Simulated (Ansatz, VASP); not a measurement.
## One calculation of Sn, two programs

POSCAR

```
Sn
1.0
   -2.9482820713      2.9504023647      1.5888172584
    2.9504023647     -2.9482820713      1.5888172584
    2.9460530987      2.9460530987     -1.5849306448
Sn
2
Direct
    0.0000251473      0.9999748527      0.0000000000
    0.7499748527      0.2500251473      0.5000000000
```

File INCAR.step1:

```
SYSTEM = Sn
ALGO = Normal
EDIFF = 1E-4
ENCUT = 520
GGA = PE
ISMEAR = -1
LASPH = .TRUE.
LCHARG = .FALSE.
LREAL = .FALSE.
LWAVE = .TRUE.
NBANDS = 21
NELM = 100
PREC = Accurate
SIGMA = 0.6
```

INCAR.step2

```
SYSTEM = Sn
ALGO = Normal
EDIFF = 1E-7
ENCUT = 520
ISIF = 2
ISMEAR = -1
ISTART = 1
LASPH = .TRUE.
LCHARG = .TRUE.
LELF = .TRUE.
LMIXTAU = .TRUE.
LREAL = .FALSE.
LVHAR = .TRUE.
LWAVE = .FALSE.
METAGGA = R2SCAN
NBANDS = 21
NELM = 100
PREC = Accurate
SIGMA = 0.6
```

Contents of KPOINTS:

```
k-points
0
G
  11 11 8
  0 0 0
```

Input for Ansatz:

```yaml
crystal:
  lattice:
    - [-2.9482820713, 2.9504023647, 1.5888172584]
    - [2.9504023647, -2.9482820713, 1.5888172584]
    - [2.9460530987, 2.9460530987, -1.5849306448]
  atoms:
    - { symbol: Sn, position: [2.51473e-05, 0.9999748527, 0.0] }
    - { symbol: Sn, position: [0.7499748527, 0.2500251473, 0.5] }
hamiltonian:
  xc: r2scan
  pseudopotentials:
    kind: paw
    azcp:
      Sn: "pseudopotentials/Sn.paw.azcp"
basis:
  ecutwfc: 500
  fft_grid_basis: typed
kpoints:
  mp_grid: { grid: [11, 11, 8], shift: [0, 0, 0] }
magnetization:
  spin_polarized: false
scf:
  occupations: { method: fermi_dirac, width: 0.6 }
  lower_state_search: "off"
output:
  stress: true
```

Alike in both runs: task single point; functional r2SCAN; k mesh 11 × 11 × 8; occupations fermi-dirac, width 0.6 eV; no spin polarisation.

```csv
,VASP,Ansatz
version,VASP 6.6.1,Ansatz 0.2.0
potentials or method,"VASP PAW PBE potentials, release 64 (Sn_d), cutoff 520 eV","plane waves (500 eV) with PAW, scalar-relativistic"
valence electrons in the cell,28,28
```

```csv
,VASP,Ansatz,Ansatz less VASP
pressure (GPa),1.9,1.9,+0.02
"traceless stress, the component that is largest in VASP (GPa)",-0.20,-0.21,-0.001
```

VASP's potentials were made for PBE, not for r2SCAN. The functional is the same, so the differences come from potentials, cutoffs and numerics.
